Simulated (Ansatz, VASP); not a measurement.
B: VASP beside Ansatz

Contents of INCAR:

```
AGGAC    = 1.0          
AGGAX    = 1.0          
ALDAC    = 0.0          
ALDAX    = 1.0          
ALGO     = Normal         # electronic algorithm
EDIFF    = 1E-7           # SCF threshold, eV
EDIFFG   = -0.01          # ionic threshold
ENCUT    = 600            # plane-wave cutoff, eV
GGA      = B5             # functional
IBRION   = 2              # ionic algorithm
ISIF     = 3              # what is computed and relaxed
ISMEAR   = -1             # smearing method
LASPH    = True           # aspherical terms in the spheres
LCHARG   = False          # write CHGCAR
LREAL    = False          # projectors in reciprocal space
LWAVE    = False          # write WAVECAR
NELM     = 80             # most SCF steps
NSW      = 80             # ionic steps
PREC     = Accurate       # precision mode
SIGMA    = 0.1            # smearing width, eV
```

File KPOINTS:

```
k-points
0
Gamma
  11 11 15
```

Contents of POSCAR:

```
B
1.0
    3.3333482670      0.0000000000      0.0000000000
   -1.6666741335      2.8867642789      0.0000000000
    0.0000000000      0.0000000000      2.0433424877
B
3
Direct
    0.0000000000      0.0000000000      0.0000000000
    0.3333333333      0.6666666667      0.5000000000
    0.6666666667      0.3333333333      0.5000000000
```

Input for Ansatz:

```yaml
crystal:
  lattice:
    - [3.333348267, 0.0, 0.0]
    - [-1.6666741335, 2.8867642789, 0.0]
    - [0.0, 0.0, 2.0433424877]
  atoms:
    - { symbol: B, position: [0.0, 0.0, 0.0] }
    - { symbol: B, position: [0.3333333333, 0.6666666667, 0.5] }
    - { symbol: B, position: [0.6666666667, 0.3333333333, 0.5] }
hamiltonian:
  xc: blyp
  pseudopotentials:
    kind: paw
    azcp:
      B: "pseudopotentials/B.paw.azcp"
basis:
  ecutwfc: 420
  fft_grid_basis: typed
kpoints:
  mp_grid: { grid: [11, 11, 15], shift: [0, 0, 0] }
magnetization:
  spin_polarized: false
scf:
  occupations: { method: fermi_dirac, width: 0.1 }
relax:
  max_steps: 60
  f_tol: 0.01
  cell: {}
```

Alike in both runs: task relaxation of cell and atoms; functional BLYP; k mesh 11 × 11 × 15; occupations fermi-dirac, width 0.1 eV; no spin polarisation.

|  | VASP | Ansatz |
| --- | --- | --- |
| version | VASP 6.6.1 | Ansatz 0.2.0 |
| potentials or method | VASP PAW PBE potentials, release 64 (B), cutoff 600 eV | plane waves (420 eV) with PAW, scalar-relativistic |
| valence electrons in the cell | 9 | 9 |

```tsv
	VASP	Ansatz	Ansatz less VASP
relaxed volume (Å³/atom)	6.96	6.97	+0.014
relaxed cell length with the largest relative difference (Å)	2.896	2.899	+0.0035
```

VASP's potentials were made for PBE, not for BLYP.
